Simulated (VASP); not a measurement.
# CdS3 (P6_3/mmc) in VASP: notebook, part 2 of 2

VASP 6.6.1. Earlier steps stand in the parts before.

### 3 Single point, PBE

This run uses another cell than the first one, of 35.05 Å³/atom, 1.633 times its volume.

Contents of INCAR:

```
ALGO = Normal
EDIFF = 1E-6
ENCUT = 500
GGA = PE
GGA_COMPAT = False
ISIF = 2
ISMEAR = 0
LASPH = True
LCHARG = True
LELF = True
LREAL = False
LVHAR = True
LWAVE = False
NBANDS = 40
NELM = 120
PREC = Accurate
SIGMA = 0.02
```

Contents of KPOINTS:

```
k-points
0
Gamma
  6 6 4
```

Contents of POSCAR:

```
CdS3
1.0
    6.9356152869      0.0000000000      0.0000000000
   -3.4678076435      6.0064190293      0.0000000000
    0.0000000000      0.0000000000      6.7300665080
Cd S
2 6
Direct
    0.3333333333      0.6666666667      0.7500000000
    0.6666666667      0.3333333333      0.2500000000
    0.2325583181      0.4651166361      0.2500000000
    0.5348833639      0.7674416819      0.2500000000
    0.2325583181      0.7674416819      0.2500000000
    0.7674416819      0.5348833639      0.7500000000
    0.4651166361      0.2325583181      0.7500000000
    0.7674416819      0.2325583181      0.7500000000
```

Potentials or basis: VASP PAW PBE potentials, release 64 (Cd, S).

The run is started by

```sh
cat potpaw_PBE.64/Cd/POTCAR potpaw_PBE.64/S/POTCAR > POTCAR
mpirun -np 1 vasp_std > vasp.out
```

OUTCAR:

```text
EDIFF = 1E-6
   ENCUT = 500
   GGA = PE
   ISIF = 2
   ISMEAR = 0
   LASPH = True
   LREAL = False
   NELM = 120
   PREC = Accurate

 ion  position               nearest neighbor table
   1  0.333  0.667  0.750-
   2  0.667  0.333  0.250-
   3  0.233  0.465  0.250-   4 2.10   5 2.10
   4  0.535  0.767  0.250-   3 2.10   5 2.10
   5  0.233  0.767  0.250-   3 2.10   4 2.10
   6  0.767  0.535  0.750-   7 2.10   8 2.10
   7  0.465  0.233  0.750-   6 2.10   8 2.10
   8  0.767  0.233  0.750-   6 2.10   7 2.10

  LATTYP: Found a hexagonal cell.
 ALAT       =     6.9356152869
 C/A-ratio  =     0.9703632958

  Lattice vectors:

 A1 = (   6.9356152869,   0.0000000000,   0.0000000000)
 A2 = (  -3.4678076435,   6.0064190293,   0.0000000000)
 A3 = (   0.0000000000,   0.0000000000,   6.7300665080)

Analysis of symmetry for initial positions (statically):
=====================================================================
 Subroutine PRICEL returns:
 Original cell was already a primitive cell.

 Routine SETGRP: Setting up the symmetry group for a
 hexagonal supercell.

 Subroutine GETGRP returns: Found 24 space group operations
 (whereof 12 operations were pure point group operations)
 out of a pool of 24 trial point group operations.

The static configuration has the point symmetry D_3d.
 The point group associated with its full space group is D_6h.

Analysis of symmetry for dynamics (positions and initial velocities):
=====================================================================
 Subroutine PRICEL returns:
 Original cell was already a primitive cell.

[... 134 lines left out ...]
   IMIX   =      4    mixing-type and parameters
     AMIX     =   0.40;   BMIX     =  1.00
     AMIX_MAG =   1.60;   BMIX_MAG =  1.00
  volume/ion in A,a.u.               =      35.05       236.50
  Fermi-wavevector in a.u.,A,eV,Ry     =   0.979231  1.850479 13.046542  0.958894
  Thomas-Fermi vector in A             =   2.110068
   LORBIT       =      0    0 simple, 1 ext, 2 COOP (PROOUT), +10 PAW based schemes
   GGA     = PE    functional components
   LHFCALC =     F    Hartree Fock is set to
   AEXX    =    0.0000 exact exchange contribution
   IVDW    =     0    specifies the selected vdW correction
   LEPSILON=     F    determine dielectric tensor
   LRPA    =     F    only Hartree local field effects (RPA)
 non-spin polarized calculation
 Gauss-broadening in eV      SIGMA  =   0.02
  energy-cutoff  :      500.00
  volume of cell :      280.36
 maximum number of plane-waves:      7153
 NGX is ok and might be reduce to    54
   NGX = 25   NGY = 25   NGZ = 25

 number of electron      59.9999999 magnetization

 Free energy of the ion-electron system (eV)
  ---------------------------------------------------
  ext. energy  EPLUGINS =         0.00000000
  ---------------------------------------------------
  free energy    TOTEN  =       -22.41332763 eV

  energy without entropy =      -22.41332763  energy(sigma->0) =      -22.41332763

 E-fermi :   0.4037     XC(G=0):  -7.2857

 val. band max:        0.2988476684   @ k =   0.0000   0.0000   0.5000
 cond. band min:       1.2446442523   @ k =   0.5000   0.0000   0.0000
 fundamental gap:      0.9457965839
 Fermi energy:         0.4036659634

 k-point     1 :       0.0000    0.0000    0.0000
  band No.  band energies     occupation
      1     -17.0459      2.00000
      2     -16.9983      2.00000
      3     -11.2920      2.00000
      4     -11.2920      2.00000
      5     -11.2768      2.00000
      6     -11.2768      2.00000
[... 892 lines left out ...]
     39       4.9938      0.00000
     40       4.9938      0.00000

------------------------ aborting loop because EDIFF is reached ----------------------------------------

  FORCE on cell =-STRESS in cart. coord.  units (eV):
  Direction    XX          YY          ZZ          XY          YZ          ZX
  --------------------------------------------------------------------------------------
  -------------------------------------------------------------------------------------
  Total       -0.7332397     -0.7332397      0.0518228      0.0000000      0.0000000      0.0000000
  in kB       -4.1902174     -4.1902174      0.2961496      0.0000000      0.0000000      0.0000000
  external PRESSURE =      -2.6947617 kB  Pullay stress =       0.0000000 kB

 VOLUME and BASIS-vectors are now :
 -----------------------------------------------------------------------------
  energy-cutoff  :      500.00
  volume of cell :      280.36
      direct lattice vectors                 reciprocal lattice vectors
     6.935615287  0.000000000  0.000000000     0.144183314  0.083244275  0.000000000
    -3.467807644  6.006419029  0.000000000     0.000000000  0.166488551  0.000000000
     0.000000000  0.000000000  6.730066508     0.000000000  0.000000000  0.148586942

 POSITION                                       TOTAL-FORCE (eV/Angst)
 -----------------------------------------------------------------------------------
     -0.00000      4.00428      5.04755         0.000000     -0.000000      0.000000
      3.46781      2.00214      1.68252         0.000000      0.000000      0.000000
      0.00000      2.79369      1.68252        -0.000000      0.207622     -0.000000
      1.04841      4.60958      1.68252        -0.179806     -0.103811     -0.000000
     -1.04841      4.60958      1.68252         0.179806     -0.103811      0.000000
      3.46781      3.21273      5.04755         0.000000     -0.207622      0.000000
      2.41940      1.39684      5.04755         0.179806      0.103811      0.000000
      4.51621      1.39684      5.04755        -0.179806      0.103811      0.000000
 -----------------------------------------------------------------------------------
    total drift:                                0.000000     -0.000000      0.000000

  FREE ENERGIE OF THE ION-ELECTRON SYSTEM (eV)
  ---------------------------------------------------
  free  energy   TOTEN  =       -22.4133276345 eV

  energy  without entropy=      -22.4133276345  energy(sigma->0) =      -22.41332763
```

stdout:

```text
POSCAR found type information on POSCAR CdS
 POSCAR found :  2 types and       8 ions
 scaLAPACK will be used
 LDA part: xc-table for (Slater+PW92), standard interpolation
 POSCAR, INCAR and KPOINTS ok, starting setup
 FFT: planning ... GRIDC
 FFT: planning ... GRID_SOFT
 FFT: planning ... GRID
 WAVECAR not read
 entering main loop
```

Wall time 2.4 min (1 thread of Intel Xeon 6975P-C (Granite Rapids), shared host); peak memory 0.46 GiB.

Results:

```yaml
Free_energy: -22.4133 eV
Pressure: -0.3 GPa
Largest_force: 0.208 eV/Å
Band_gap_on_the_k_mesh: 0.95 eV, indirect (least direct gap 1.38 eV)
```

Forces on the atoms (eV/Å):
```
Cd   0.000  0.000  0.000
Cd   0.000  0.000  0.000
S    0.000  0.208  0.000
S   -0.180 -0.104  0.000
S    0.180 -0.104  0.000
S    0.000 -0.208  0.000
S    0.180  0.104  0.000
S   -0.180  0.104  0.000
```
